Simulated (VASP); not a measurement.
# SiO2 (P6_422) in VASP: vibrations by perturbation theory with PBE

Aim: the vibrations by perturbation theory of SiO2 with PBE.

Everything below comes from runs of VASP 6.6.1. Logs are shortened: lines on timing, memory, paths and dates and some standing lists are left out, and cuts for length are marked.

## Step 1: The cell of the first run

It takes space group P6_422 (No. 181, hexagonal). Conventional cell: a = 5.105 Å, b = 5.105 Å, c = 5.585 Å, α = 90.00°, β = 90.00°, γ = 120.00°. Si (site symmetry 222) has 4 O at 1.62 Å within 2.2 Å. O (site symmetry 2) has 2 Si at 1.62 Å within 2.2 Å.

## Step 2: Vibrations by perturbation theory, PBE

INCAR

```
ALGO = Normal ; EDIFF = 1E-8
ENCUT = 520 ; GGA = PE
IBRION = 8 ; ISIF = 2
ISMEAR = 0 ; LASPH = T
LCHARG = F ; LREAL = F
LWAVE = F ; NELM = 60
NSW = 1 ; PREC = Accurate
SIGMA = 0.05
```

KPOINTS

```
k-points
0
Gamma
  6 6 4
```

POSCAR

```
SiO2
1.0
    5.1053779174      0.0000000000      0.0000000000
   -2.5526889587      4.4213869724      0.0000000000
    0.0000000000      0.0000000000      5.5850468291
Si O
3 6
Direct
    0.0000000000      0.5000000000      0.3333333333
    0.5000000000      0.5000000000      0.6666666667
    0.5000000000      0.0000000000      0.0000000000
    0.5839605937      0.7919802968      0.8333333333
    0.7919802968      0.5839605937      0.5000000000
    0.7919802968      0.2080197032      0.1666666667
    0.4160394063      0.2080197032      0.8333333333
    0.2080197032      0.4160394063      0.5000000000
    0.2080197032      0.7919802968      0.1666666667
```

Potentials or basis: VASP PAW PBE potentials, release 64 (Si, O).

On the command line:

```console
cat potpaw_PBE.64/Si/POTCAR potpaw_PBE.64/O/POTCAR > POTCAR
mpirun -np 1 vasp_std > vasp.out
```

OUTCAR:

```text
EDIFF = 1E-8
   ENCUT = 520
   GGA = PE
   IBRION = 8
   ISIF = 2
   ISMEAR = 0
   LASPH = T
   LREAL = F
   NELM = 60
   NSW = 1
   PREC = Accurate

 ion  position               nearest neighbor table
   1  0.000  0.500  0.333-   6 1.62   9 1.62   8 1.62   5 1.62
   2  0.500  0.500  0.667-   4 1.62   7 1.62   5 1.62   8 1.62
   3  0.500  0.000  0.000-   6 1.62   9 1.62   7 1.62   4 1.62
   4  0.584  0.792  0.833-   2 1.62   3 1.62
   5  0.792  0.584  0.500-   2 1.62   1 1.62
   6  0.792  0.208  0.167-   1 1.62   3 1.62
   7  0.416  0.208  0.833-   2 1.62   3 1.62
   8  0.208  0.416  0.500-   2 1.62   1 1.62
   9  0.208  0.792  0.167-   1 1.62   3 1.62

  LATTYP: Found a hexagonal cell.
 ALAT       =     5.1053779174
 C/A-ratio  =     1.0939536543

  Lattice vectors:

 A1 = (   5.1053779174,   0.0000000000,   0.0000000000)
 A2 = (  -2.5526889587,   4.4213869724,   0.0000000000)
 A3 = (   0.0000000000,   0.0000000000,   5.5850468291)

Analysis of symmetry for initial positions (statically):
=====================================================================
 Subroutine PRICEL returns:
 Original cell was already a primitive cell.

 Routine SETGRP: Setting up the symmetry group for a
 hexagonal supercell.

 Subroutine GETGRP returns: Found 12 space group operations
 (whereof  4 operations were pure point group operations)
 out of a pool of 24 trial point group operations.

The static configuration has the point symmetry D_2 .
 The point group associated with its full space group is D_6 .

Analysis of symmetry for dynamics (positions and initial velocities):
=====================================================================
 Subroutine PRICEL returns:
 Original cell was already a primitive cell.

 Routine SETGRP: Setting up the symmetry group for a
 hexagonal supercell.

 Subroutine GETGRP returns: Found 12 space group operations
 (whereof  4 operations were pure point group operations)
 out of a pool of 24 trial point group operations.
[... 886 lines left out ...]

[... ionic steps 14 to 14 ...]

--------------------------------------- Ionic step       15  -------------------------------------------

 Free energy of the ion-electron system (eV)
  ---------------------------------------------------
  ---------------------------------------------------
  free energy    TOTEN  =        -0.37676128 eV

  energy without entropy =       -0.37676128

------------------------ aborting loop because EDIFF is reached ----------------------------------------

 INTERNAL STRAIN TENSOR  FOR ION    4  DIRECTION 3   (eV/Angst):
 -----------------------------------------------------------------------------
     8.70826 -5.04853 -6.85976
    -5.01672 -8.71124 -3.96431
    -6.86044 -3.96456  0.00177

 INTERNAL STRAIN TENSOR FOR ION    9 for displacements in x,y,z  (eV/Angst):
          X           Y           Z          XY          YZ          ZX
  --------------------------------------------------------------------------------
  x    11.98260     1.50752     5.40158     7.19445    -3.92843    -6.57051
  y     9.37855   -17.16708    -3.11861     5.18458     6.59200    -3.65781
  z    -8.71150     8.71150    -0.00000    -5.01368    -3.96180     6.86142

 SECOND DERIVATIVES (NOT SYMMETRIZED)
 ------------------------------------
               1X          1Y          1Z          2X          2Y          2Z          3X          3Y          3Z          4X          4Y          4Z          5X          5Y          5Z          6X          6Y          6Z          7X          7Y          7Z          8X          8Y          8Z          9X          9Y          9Z
  1X   -43.819460   -0.973448   -0.000000   10.404786    1.243837   -0.000000    2.376006    3.446173    0.000000   -1.426225   -0.726006   -0.457779   14.043750   -4.143325   -9.222228    2.901809    3.011050    2.052886   -1.426225   -0.726006    0.457779   14.043750   -4.143325    9.222228    2.901809    3.011050   -2.052886
  1Y    -0.973448  -42.695420    0.000000   -1.189246   -0.331772   -0.000000    5.879255    7.697008    0.000000   -0.726006   -0.587906    0.792896   -3.421753    3.555529    2.953987    2.289478   14.697469    9.463678   -0.726006   -0.587906   -0.792896   -3.421753    3.555529   -2.953987    2.289478   14.697469   -9.463678
  1Z    -0.000000   -0.000000  -46.273054    0.000000    0.000000    7.203811    0.000000    0.000000    7.203811    0.850074   -1.472372   -3.407921  -10.493881    2.901741    9.670319    2.733959   10.538838    9.670319   -0.850074    1.472372   -3.407921   10.493881   -2.901741    9.670319   -2.733959  -10.538838    9.670319
  2X    10.404786   -1.243837    0.000000  -43.819460    0.973448   -0.000000    2.376006   -3.446173   -0.000000    2.901809   -3.011050   -2.052886   14.043750    4.143325   -9.222228   -1.426225    0.726006    0.457779    2.901809   -3.011050    2.052886   14.043750    4.143325    9.222228   -1.426225    0.726006   -0.457779
  2Y     1.189246   -0.331772   -0.000000    0.973448  -42.695420    0.000000   -5.879255    7.697008    0.000000   -2.289478   14.697469    9.463678    3.421753    3.555529   -2.953987    0.726006   -0.587906    0.792896   -2.289478   14.697469   -9.463678    3.421753    3.555529    2.953987    0.726006   -0.587906   -0.792896
  2Z     0.000000    0.000000    7.203811    0.000000   -0.000000  -46.273054    0.000000    0.000000    7.203811   -2.733959   10.538838    9.670319  -10.493881   -2.901741    9.670319   -0.850074   -1.472372   -3.407921    2.733959  -10.538838    9.670319   10.493881    2.901741    9.670319    0.850074    1.472372   -3.407921
  3X     2.328729    5.851959    0.000000    2.328729   -5.851959    0.000000  -42.133400    0.000000    0.000000    9.453358   -6.072016   -7.169342   -0.168746    0.000000   -0.915557    9.453358    6.072016    7.169342    9.453358   -6.072016    7.169342   -0.168746    0.000000    0.915557    9.453358    6.072016   -7.169342
  3Y     3.418877    7.744285    0.000000   -3.418877    7.744285    0.000000    0.000000  -44.381481    0.000000   -6.793589    8.145920    6.509690    0.000000   -1.845385    0.000000    6.793589    8.145920    6.509690   -6.793589    8.145920   -6.509690    0.000000   -1.845385    0.000000    6.793589    8.145920   -6.509690
  3Z     0.000000    0.000000    7.203811   -0.000000    0.000000    7.203811    0.000000    0.000000  -46.273054   -7.759922    7.637097    9.670319    1.700148    0.000000   -3.407921    7.759922    7.637097    9.670319    7.759922   -7.637097    9.670319   -1.700148    0.000000   -3.407921   -7.759922   -7.637097    9.670319
  4X    -1.402790   -0.736716    0.855269    2.914868   -2.368332   -2.837550    9.409655   -6.718356   -7.661868  -15.643906   13.836512   12.918882    1.817101   -1.055376   -2.144648   -0.120971   -0.072188   -0.166613    1.501551   -3.795208    0.415813   -0.005347    0.571655    0.680802    1.529839    0.338009   -2.060088
  4Y    -0.736716   -0.552105   -1.481370   -2.968590   14.655857   10.485424   -6.118099    8.161070    7.700102   13.836512  -31.620934  -22.376161   -1.191135    0.530028    1.430601    0.063570    2.468101    2.572620   -3.795208    5.883880   -0.720209    1.224349    1.004644    1.985723   -0.314684   -0.530542    0.403270
  4Z    -0.462976    0.801897   -3.408197   -2.052079    9.462747    9.660841   -7.168940    6.508526    9.660841   12.915632  -22.370531  -23.838630   -2.308177    1.161053    2.403675    0.148587    2.579466    2.403675   -0.413780    0.716688   -1.367471    1.377615    1.555469    2.242634   -2.035884   -0.415315    2.242634
  5X    14.031565   -3.449638  -10.499418   14.031565    3.449638  -10.499418   -0.126762    0.000000    1.710539    1.824565   -1.186826   -2.311260  -39.609448    0.000000   25.837765   -0.025546   -1.212686   -1.379286   -0.025546    1.212686   -1.379286    8.075044    0.000000    0.831626    1.824565    1.186826   -2.311260
  5Y    -4.049896    3.539161    2.785321    4.049896    3.539161   -2.785321    0.000000   -1.828133    0.000000   -1.051067    0.522565    1.142019    0.000000   -7.655391    0.000000   -0.559993    1.024843    1.582454    0.559993    1.024843   -1.582454    0.000000   -0.689613    0.000000    1.051067    0.522565   -1.142019
  5Z    -9.221018    2.954221    9.660841   -9.221018   -2.954221    9.660841   -0.925951    0.000000   -3.408197   -2.159590    1.418413    2.403675   25.831264    0.000000  -23.838630   -0.658268    1.970785    2.242634   -0.658268   -1.970785    2.242634   -0.827560    0.000000   -1.367471   -2.159590   -1.418413    2.403675
  6X     2.914868    2.368332    2.837550   -1.402790    0.736716   -0.855269    9.409655    6.718356    7.661868   -0.120971    0.072188    0.166613   -0.005347   -0.571655   -0.680802  -15.643906  -13.836512  -12.918882    1.529839   -0.338009    2.060088    1.817101    1.055376    2.144648    1.501551    3.795208   -0.415813
  6Y     2.968590   14.655857   10.485424    0.736716   -0.552105   -1.481370    6.118099    8.161070    7.700102   -0.063570    2.468101    2.572620   -1.224349    1.004644    1.985723  -13.836512  -31.620934  -22.376161    0.314684   -0.530542    0.403270    1.191135    0.530028    1.430601    3.795208    5.883880   -0.720209
  6Z     2.052079    9.462747    9.660841    0.462976    0.801897   -3.408197    7.168940    6.508526    9.660841   -0.148587    2.579466    2.403675   -1.377615    1.555469    2.242634  -12.915632  -22.370531  -23.838630    2.035884   -0.415315    2.242634    2.308177    1.161053    2.403675    0.413780    0.716688   -1.367471
  7X    -1.402790   -0.736716   -0.855269    2.914868   -2.368332    2.837550    9.409655   -6.718356    7.661868    1.501551   -3.795208   -0.415813   -0.005347    0.571655   -0.680802    1.529839    0.338009    2.060088  -15.643906   13.836512  -12.918882    1.817101   -1.055376    2.144648   -0.120971   -0.072188    0.166613
  7Y    -0.736716   -0.552105    1.481370   -2.968590   14.655857  -10.485424   -6.118099    8.161070   -7.700102   -3.795208    5.883880    0.720209    1.224349    1.004644   -1.985723   -0.314684   -0.530542   -0.403270   13.836512  -31.620934   22.376161   -1.191135    0.530028   -1.430601    0.063570    2.468101   -2.572620
  7Z     0.462976   -0.801897   -3.408197    2.052079   -9.462747    9.660841    7.168940   -6.508526    9.660841    0.413780   -0.716688   -1.367471   -1.377615   -1.555469    2.242634    2.035884    0.415315    2.242634  -12.915632   22.370531  -23.838630    2.308177   -1.161053    2.403675   -0.148587   -2.579466    2.403675
  8X    14.031565   -3.449638   10.499418   14.031565    3.449638   10.499418   -0.126762    0.000000   -1.710539   -0.025546    1.212686    1.379286    8.075044    0.000000   -0.831626    1.824565    1.186826    2.311260    1.824565   -1.186826    2.311260  -39.609448    0.000000  -25.837765   -0.025546   -1.212686    1.379286
  8Y    -4.049896    3.539161   -2.785321    4.049896    3.539161    2.785321    0.000000   -1.828133    0.000000    0.559993    1.024843    1.582454    0.000000   -0.689613    0.000000    1.051067    0.522565    1.142019   -1.051067    0.522565   -1.142019    0.000000   -7.655391    0.000000   -0.559993    1.024843   -1.582454
  8Z     9.221018   -2.954221    9.660841    9.221018    2.954221    9.660841    0.925951    0.000000   -3.408197    0.658268    1.970785    2.242634    0.827560    0.000000   -1.367471    2.159590    1.418413    2.403675    2.159590   -1.418413    2.403675  -25.831264    0.000000  -23.838630    0.658268   -1.970785    2.242634
  9X     2.914868    2.368332   -2.837550   -1.402790    0.736716    0.855269    9.409655    6.718356   -7.661868    1.529839   -0.338009   -2.060088    1.817101    1.055376   -2.144648    1.501551    3.795208    0.415813   -0.120971    0.072188   -0.166613   -0.005347   -0.571655    0.680802  -15.643906  -13.836512   12.918882
  9Y     2.968590   14.655857  -10.485424    0.736716   -0.552105    1.481370    6.118099    8.161070   -7.700102    0.314684   -0.530542   -0.403270    1.191135    0.530028   -1.430601    3.795208    5.883880    0.720209   -0.063570    2.468101   -2.572620   -1.224349    1.004644   -1.985723  -13.836512  -31.620934   22.376161
  9Z    -2.052079   -9.462747    9.660841   -0.462976   -0.801897   -3.408197   -7.168940   -6.508526    9.660841   -2.035884    0.415315    2.242634   -2.308177   -1.161053    2.403675   -0.413780   -0.716688   -1.367471    0.148587   -2.579466    2.403675    1.377615   -1.555469    2.242634   12.915632   22.370531  -23.838630

 Eigenvectors and eigenvalues of the dynamical matrix
   1 f  =   34.864734 THz   219.061586 2PiTHz 1162.962353 cm-1   144.188890 meV
   2 f  =   34.864734 THz   219.061586 2PiTHz 1162.962353 cm-1   144.188890 meV
   3 f  =   32.427550 THz   203.748304 2PiTHz 1081.666629 cm-1   134.109509 meV
   4 f  =   31.833069 THz   200.013074 2PiTHz 1061.836900 cm-1   131.650938 meV
   5 f  =   31.714586 THz   199.268619 2PiTHz 1057.884710 cm-1   131.160929 meV
   6 f  =   31.714586 THz   199.268619 2PiTHz 1057.884710 cm-1   131.160929 meV
[... 15 lines left out ...]
  22 f  =    2.424171 THz    15.231516 2PiTHz   80.861642 cm-1    10.025561 meV
  23 f  =    2.424171 THz    15.231516 2PiTHz   80.861642 cm-1    10.025561 meV
  24 f/i=    0.009694 THz     0.060909 2PiTHz    0.323355 cm-1     0.040091 meV
  25 f/i=    0.009694 THz     0.060909 2PiTHz    0.323355 cm-1     0.040091 meV
  26 f/i=    0.010275 THz     0.064559 2PiTHz    0.342734 cm-1     0.042494 meV
  27 f/i=    1.738518 THz    10.923429 2PiTHz   57.990708 cm-1     7.189928 meV

 ELASTIC MODULI CONTR FROM IONIC RELAXATION (kBar)
 Direction    XX          YY          ZZ          XY          YZ          ZX
 --------------------------------------------------------------------------------
 XX        -982.5321     80.7419   -361.0860      0.0000     -0.0000      0.0000
 YY          80.7419   -982.5321   -361.0860     -0.0000     -0.0000     -0.0000
 ZZ        -361.0860   -361.0860   -289.1650      0.0000     -0.0000      0.0000
 XY           0.0000     -0.0000      0.0000   -531.6500     -0.0000      0.0000
 YZ           0.0000     -0.0000     -0.0000     -0.0000  -1642.8762     -0.0000
 ZX           0.0000     -0.0000      0.0000      0.0000     -0.0000  -1661.4789
 --------------------------------------------------------------------------------
```

Run time: 29 min. Hardware: 1 thread of Oxide Virtual Turin-like, shared host; peak memory 0.63 GiB.

What came out:

* Highest phonon frequency at Γ, LO-TO splitting left out: 1163 cm⁻¹
* Most unstable mode: 58i cm⁻¹

Phonon frequencies in cm⁻¹ (negative: imaginary):
```csv
q point,frequencies
"(0.000, 0.000, 0.000)",-58 0 0 0 81 81 236 236 345 376 376 389 392 392 400 418 654 654 751 752 752 1058 1058 1062 1082 1163 1163
```

Caveat: some modes are imaginary.
